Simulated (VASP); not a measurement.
Wanted: the native input for a VASP 6.6.1 run.

```
Task                   : single point
Functional             : PBE
Potentials or basis    : VASP PAW PBE potentials, release 64 (Ta_pv, Ru_pv)
Cutoff                 : 500 eV
k mesh                 : 8 × 8 × 8
Occupations            : gaussian, width 0.1 eV
Spin                   : collinear spin, ferromagnetic start
Starting moments       : [0.0, 0.0, 1.0] μB
Dipole correction      : no
Further INCAR settings : ALGO = Normal; EDIFF = 1e-06; NBANDS = 29
```

The structure of Ta2Ru lies in POSCAR:

```
Ta2Ru
1.0
   -1.6009559354      1.6009559354      4.9030346507
    1.6009559354     -1.6009559354      4.9030346507
    1.6009559354      1.6009559354     -4.9030346507
Ta Ru
2 1
Direct
    0.6625190468      0.6625190468      0.0000000000
    0.3374809532      0.3374809532      0.0000000000
    0.0000000000      0.0000000000      0.0000000000
```

These files were run (other wordings do the same):

INCAR

```
PREC = Accurate
ENCUT = 500
EDIFF = 1E-6
ISMEAR = 0
SIGMA = 0.1
LREAL = False
LASPH = True
NELM = 200
ALGO = Normal
ISIF = 2
LWAVE = False
LCHARG = True
ISPIN = 2
MAGMOM = 0 0 1
LORBIT = 11
LMAXMIX = 4
GGA = PE
LELF = True
LVHAR = True
NBANDS = 29
GGA_COMPAT = False
```

KPOINTS

```
regular mesh
0
Gamma
  8 8 8
```

Potentials or basis: VASP PAW PBE potentials, release 64 (Ta_pv, Ru_pv).

Launch:

```bash
$ cat potpaw_PBE.64/Ta_pv/POTCAR potpaw_PBE.64/Ru_pv/POTCAR > POTCAR
$ mpirun -np 1 vasp_std > vasp.out
```

Results of the run:

The pressure is -0.1 GPa and the largest force is 0.015 eV/Å. The band gap on the k mesh is zero (filled and empty bands overlap), the net moment is -0.03 μB per cell and the site moments are Ta -0.00; Ru -0.03 μB. The valence electrons inside the program's atomic spheres are Ta 8.87; Ru 12.67.

Caveat: spin-orbit coupling is left out, which moves the levels of the heavy elements.

Wall time 11 min on 1 thread of Intel Xeon 8259CL, with other jobs on the host, peak memory 0.36 GiB.
